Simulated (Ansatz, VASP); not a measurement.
**BAs: VASP beside Ansatz**

The input INCAR:

```
  ALGO = Normal
  EDIFF = 1E-6
  ENCUT = 500
  GGA = PE
  GGA_COMPAT = F
  ISIF = 2
  ISMEAR = 1
  LASPH = T
  LCHARG = F
  LREAL = F
  LWAVE = F
  NBANDS = 11
  NELM = 120
  PREC = Accurate
  SIGMA = 0.02
```

Contents of KPOINTS:

```
k-points
0
Gamma
  8 8 8
```

The input POSCAR:

```
BAs
1.0
    0.0000000000      2.3885000000      2.3885000000
    2.3885000000      0.0000000000      2.3885000000
    2.3885000000      2.3885000000      0.0000000000
B As
1 1
Direct
    0.0000000000      0.0000000000      0.0000000000
    0.7500000000      0.7500000000      0.7500000000
```

Input for Ansatz:

```yaml
crystal:
  lattice:
    bravais: fcc
    a: 4.777
  space_group: 216
  atoms:
    - { symbol: B, position: [0.0, 0.0, 0.0] }
    - { symbol: As, position: [0.25, 0.25, 0.75] }
  reduce_to_primitive: true
kpoints:
  mp_grid:
    grid: [8, 8, 8]
hamiltonian:
  xc: pbe
  pseudopotentials:
    kind: paw
scf:
  convergence:
    dr2_threshold: 1.0e-09
  occupations:
    method: cold
    width: 0.02
output:
  optics:
    de: 0.1
    nscf_kmesh:
      grid: [8, 8, 8]
    bands:
      spectra_wanted_up_to: 10.0
```

Alike in both runs: task single point; functional PBE; k mesh 8 × 8 × 8; no spin polarisation.

|  | VASP | Ansatz |
| --- | --- | --- |
| version | VASP 6.6.1 | Ansatz 0.2.0 |
| potentials or method | VASP PAW PBE potentials, release 64 (B, As) | plane waves, PAW |
| plane-wave cutoff (eV) | 500 | 420 |
| occupations | methfessel-paxton of order 1, width 0.02 eV | cold, width 0.02 eV |
| valence electrons in the cell | 8 | 18 |

Ansatz gave:

| Property | Result |
| --- | --- |
| gap on the k mesh at the Fermi level (eV) | 1.20 |

Task: Which values does VASP return?

Result: gap on the k mesh at the Fermi level (eV): 1.19.

VASP's potentials hold 8 valence electrons a cell and Ansatz's 18, so a difference there can come from the potentials and not from the codes. Ansatz's warnings: settled levels scf threshold loose.
